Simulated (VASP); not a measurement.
# MoS2 (P-3m1) in VASP: further runs, part 2 of 3

VASP 6.6.1. Earlier steps stand in the parts before.

### 3 Single point, PBE

This run uses another cell than the first one, of 18.98 Å³/atom, 1.015 times its volume.

INCAR reads:

```
ALGO = Normal
EDIFF = 1E-6
ENCUT = 520
GGA = PE
ISIF = 2
ISMEAR = -1
LASPH = T
LCHARG = F
LREAL = F
LWAVE = F
NBANDS = 20
NELM = 60
PREC = Accurate
SIGMA = 0.05
```

KPOINTS reads:

```
k-points
0
Gamma
  13 13 6
```

POSCAR reads:

```
MoS2
1.0
    3.2274645616      0.0000000000      0.0000000000
   -1.6137322808      2.7950663001      0.0000000000
    0.0000000000      0.0000000000      6.3124734200
Mo S
1 2
Direct
    0.0000000000      0.0000000000      0.5000000000
    0.6666666667      0.3333333333      0.7446806800
    0.3333333333      0.6666666667      0.2553193200
```

Potentials or basis: VASP PAW PBE potentials, release 64 (Mo_sv, S).

The run is started by

```sh
> cat potpaw_PBE.64/Mo_sv/POTCAR potpaw_PBE.64/S/POTCAR > POTCAR
> mpirun -np 1 vasp_std > vasp.out
```

OUTCAR:

```text
EDIFF = 1E-6
   ENCUT = 520
   GGA = PE
   ISIF = 2
   ISMEAR = -1
   LASPH = T
   LREAL = F
   NELM = 60
   PREC = Accurate

 ion  position               nearest neighbor table
   1  0.000  0.000  0.500-   2 2.42   3 2.42   3 2.42   2 2.42   2 2.42   3 2.42
   2  0.667  0.333  0.745-   1 2.42   1 2.42   1 2.42
   3  0.333  0.667  0.255-   1 2.42   1 2.42   1 2.42

  LATTYP: Found a hexagonal cell.
 ALAT       =     3.2274645616
 C/A-ratio  =     1.9558614199

  Lattice vectors:

 A1 = (   3.2274645616,   0.0000000000,   0.0000000000)
 A2 = (  -1.6137322808,   2.7950663001,   0.0000000000)
 A3 = (   0.0000000000,   0.0000000000,   6.3124734200)

Analysis of symmetry for initial positions (statically):
=====================================================================
 Subroutine PRICEL returns:
 Original cell was already a primitive cell.

 Routine SETGRP: Setting up the symmetry group for a
 hexagonal supercell.

 Subroutine GETGRP returns: Found 12 space group operations
 (whereof 12 operations were pure point group operations)
 out of a pool of 24 trial point group operations.

The static configuration has the point symmetry D_3d.

Analysis of symmetry for dynamics (positions and initial velocities):
=====================================================================
 Subroutine PRICEL returns:
 Original cell was already a primitive cell.

 Routine SETGRP: Setting up the symmetry group for a
 hexagonal supercell.

 Subroutine GETGRP returns: Found 12 space group operations
 (whereof 12 operations were pure point group operations)
 out of a pool of 24 trial point group operations.

The dynamic configuration has the point symmetry D_3d.

 Subroutine INISYM returns: Found 12 space group operations
 (whereof 12 operations are pure point group operations),
 and found     1 'primitive' translations

----------------------------------------------------------------------------------------

                                     Primitive cell

  volume of cell :      56.9447

  direct lattice vectors                    reciprocal lattice vectors
     3.227464562  0.000000000  0.000000000     0.309840737  0.178886633  0.000000000
    -1.613732281  2.795066300  0.000000000     0.000000000  0.357773266  0.000000000
     0.000000000  0.000000000  6.312473420     0.000000000  0.000000000  0.158416509

  length of vectors
     3.227464562  3.227464562  6.312473420     0.357773266  0.357773266  0.158416509

  position of ions in fractional coordinates (direct lattice)
     0.000000000  0.000000000  0.500000000
     0.666666667  0.333333333  0.744680680
     0.333333333  0.666666667  0.255319320

  ion indices of the primitive-cell ions
   primitive index   ion index
                 1           1
                 2           2
                 3           3

----------------------------------------------------------------------------------------

 KPOINTS: k-points

Automatic generation of k-mesh.
 Grid dimensions read from file:
 generate k-points for:   13   13    6

 Generating k-lattice:

  Cartesian coordinates                     Fractional coordinates (reciprocal lattice)
     0.023833903  0.013760510  0.000000000     0.076923077  0.000000000  0.000000000
     0.000000000  0.027521020  0.000000000     0.000000000  0.076923077  0.000000000
     0.000000000  0.000000000  0.026402751     0.000000000  0.000000000  0.166666667

  Length of vectors
     0.027521020  0.027521020  0.026402751

  Shift w.r.t. Gamma in fractional coordinates (k-lattice)
     0.000000000  0.000000000  0.000000000

 Subroutine IBZKPT returns following result:
 ===========================================

 Found    112 irreducible k-points:

 Following reciprocal coordinates:
            Coordinates               Weight
  0.000000  0.000000  0.000000      1.000000
  0.076923 -0.000000  0.000000      6.000000
  0.153846 -0.000000  0.000000      6.000000
  0.230769 -0.000000  0.000000      6.000000
  0.307692 -0.000000  0.000000      6.000000
  0.384615  0.000000  0.000000      6.000000
[... 16 lines left out ...]
  0.076923 -0.000000  0.166667      6.000000
  0.000000  0.076923  0.166667      6.000000
 [... further k-points ...]
   k-points           NKPTS =    112   k-points in BZ     NKDIM =    112   number of bands    NBANDS=     20
   number of dos      NEDOS =    301   number of ions     NIONS =      3
   total plane-waves  NPLWV =  27648
   dimension x,y,z NGX =    24 NGY =   24 NGZ =   48
   dimension x,y,z NGXF=    48 NGYF=   48 NGZF=   96
   ions per type =               1   2
   NGX,Y,Z   is equivalent  to a cutoff of  12.36, 12.36, 12.64 a.u.
   NGXF,Y,Z  is equivalent  to a cutoff of  24.72, 24.72, 25.28 a.u.
 SYSTEM =  unknown system
   PREC   = accura    normal or accurate (medium, high low for compatibility)
   ISTART =      0    job   : 0-new  1-cont  2-samecut
   ICHARG =      2    charge: 1-file 2-atom 10-const
   ISPIN  =      1    spin polarized calculation?
   LNONCOLLINEAR =      F non collinear calculations
   LSORBIT =      F    spin-orbit coupling
   LASPH  =      T    aspherical Exc in radial PAW
   ENCUT  =  520.0 eV  38.22 Ry    6.18 a.u.   6.00  6.00 11.74*2*pi/ulx,y,z
   NELM   =     60;   NELMIN=  2; NELMDL= -5     # of ELM steps
   EDIFF  = 0.1E-05   stopping-criterion for ELM
   LREAL  =      F    real-space projection
   EDIFFG = 0.1E-04   stopping-criterion for IOM
   NSW    =      0    number of steps for IOM
   IBRION =     -1    ionic relax: 0-MD 1-quasi-New 2-CG
   NFREE  =      0    steps in history (QN), initial steepest desc. (CG)
   ISIF   =      2    stress and relaxation
   ISYM   =      2    0-nonsym 1-usesym 2-fastsym
   POTIM  = 0.5000    time-step for ionic-motion
   TEBEG  =    0.0;   TEEND  =   0.0 temperature during run
   PSTRESS=    0.0 pullay stress
   NELECT =      26.0000    total number of electrons
   NUPDOWN=      -1.0000    fix difference up-down
   EMIN   =  10.00;   EMAX   =-10.00  energy-range for DOS
   EFERMI =   0.00;   METHOD = LEGACY
   ISMEAR =    -1;   SIGMA  =   0.05  broadening in eV -4-tet -1-fermi 0-gaus
   EFERMI_NEDOS =   21; number of points for ismear=-14 and -15
   IALGO  =     38    algorithm
   IMIX   =      4    mixing-type and parameters
     AMIX     =   0.40;   BMIX     =  1.00
     AMIX_MAG =   1.60;   BMIX_MAG =  1.00
  volume/ion in A,a.u.               =      18.98       128.09
  Fermi-wavevector in a.u.,A,eV,Ry     =   1.260612  2.382212 21.621610  1.589144
  Thomas-Fermi vector in A             =   2.394113
   LORBIT       =      0    0 simple, 1 ext, 2 COOP (PROOUT), +10 PAW based schemes
   GGA     = PE    functional components
[... 5 lines left out ...]
 non-spin polarized calculation
  energy-cutoff  :      520.00
  volume of cell :       56.94
 maximum number of plane-waves:      1554
   NGX = 13   NGY = 13   NGZ = 23

 number of electron      26.0000001 magnetization

 Free energy of the ion-electron system (eV)
  ---------------------------------------------------
  ext. energy  EPLUGINS =         0.00000000
  ---------------------------------------------------
  free energy    TOTEN  =       -21.00888977 eV

  energy without entropy =      -20.99826058  energy(sigma->0) =      -21.00357518

 E-fermi :   6.9354     XC(G=0): -10.4441

 val. band max:        6.9223145476   @ k =   0.0000   0.0769   0.1667
 cond. band min:       6.9372882024   @ k =   0.0769  -0.0000   0.3333
 fundamental gap:      0.0149736548
 Fermi energy:         6.9353856645

 k-point     1 :       0.0000    0.0000    0.0000
  band No.  band energies     occupation
      1     -54.8773      2.00000
      2     -28.9033      2.00000
      3     -28.8829      2.00000
      4     -28.8829      2.00000
      5      -7.9076      2.00000
      6      -6.4678      2.00000
[... 12 lines left out ...]
     19      13.1378      0.00000
     20      16.5039      0.00000

 k-point     2 :       0.0769   -0.0000    0.0000
  band No.  band energies     occupation
      1     -54.8755      2.00000
      2     -28.9019      2.00000
      3     -28.8995      2.00000
      4     -28.8872      2.00000
      5      -7.8183      2.00000
      6      -6.4489      2.00000
[... 12 lines left out ...]
     19      13.4730      0.00000
     20      16.2052      0.00000
[... 465 lines left out ...]
      3     -28.8995      2.00000
      4     -28.8872      2.00000
      5      -7.7800      2.00000
      6      -6.5132      2.00000
[... 12 lines left out ...]
     19      13.8993      0.00000
     20      16.0966      0.00000

 k-point    24 :       0.0000    0.0769    0.1667
  band No.  band energies     occupation
      1     -54.8755      2.00000
      2     -28.9019      2.00000
      3     -28.8995      2.00000
      4     -28.8872      2.00000
      5      -7.7794      2.00000
      6      -6.5144      2.00000
[... 12 lines left out ...]
     19      13.8755      0.00000
     20      16.2779      0.00000

 [... further k-points ...]
[... 5 lines left out ...]
  --------------------------------------------------------------------------------------
  -------------------------------------------------------------------------------------
  Total        0.0722053      0.0722053      0.9897030     -0.0000000      0.0000000      0.0000000
  in kB        2.0315458      2.0315458     27.8459667     -0.0000000      0.0000000      0.0000000
  external PRESSURE =      10.6363527 kB  Pullay stress =       0.0000000 kB

 VOLUME and BASIS-vectors are now :
 -----------------------------------------------------------------------------
  energy-cutoff  :      520.00
  volume of cell :       56.94
      direct lattice vectors                 reciprocal lattice vectors
     3.227464562  0.000000000  0.000000000     0.309840737  0.178886633  0.000000000
    -1.613732281  2.795066300  0.000000000     0.000000000  0.357773266  0.000000000
     0.000000000  0.000000000  6.312473420     0.000000000  0.000000000  0.158416509

 POSITION                                       TOTAL-FORCE (eV/Angst)
 -----------------------------------------------------------------------------------
      0.00000      0.00000      3.15624         0.000000      0.000000     -0.000000
      1.61373      0.93169      4.70078         0.000000     -0.000000      0.253858
     -0.00000      1.86338      1.61170        -0.000000      0.000000     -0.253858
 -----------------------------------------------------------------------------------
    total drift:                                0.000000     -0.000000      0.000000

  FREE ENERGIE OF THE ION-ELECTRON SYSTEM (eV)
  ---------------------------------------------------
  free  energy   TOTEN  =       -21.0088897734 eV

  energy  without entropy=      -20.9982605790  energy(sigma->0) =      -21.00357518
```

It took 88 s on 1 thread of Intel Xeon Platinum 8488C (Sapphire Rapids), shared host; peak memory 0.25 GiB.

Results:

```
Free energy            : -21.0089 eV
Pressure               : 1.1 GPa
Largest force          : 0.254 eV/Å
Band gap on the k mesh : zero (band 13 reaches 7.39 eV, above the bottom of band 14 at 6.52 eV)
```

Forces on the atoms (eV/Å):
```
Mo   0.000  0.000  0.000
S    0.000  0.000  0.254
S    0.000  0.000 -0.254
```

Levels at points of the mesh, in eV from the Fermi level:
```csv
k point,band 10,band 11,band 12,band 13,band 14,band 15,band 16,band 17
"(0.00, 0.00, 0.00)",-1.86,-1.07,-0.97,-0.97,-0.34,-0.34,3.17,3.17
"(0.00, 0.00, 0.50)",-3.59,-0.97,-0.97,-0.41,-0.41,-0.10,3.33,3.33
```

Caveat: this functional lacks dispersion, which binds the layers, so the pressure and a relaxed spacing across them are unreliable.

(Part 2 of 3 ends here.)
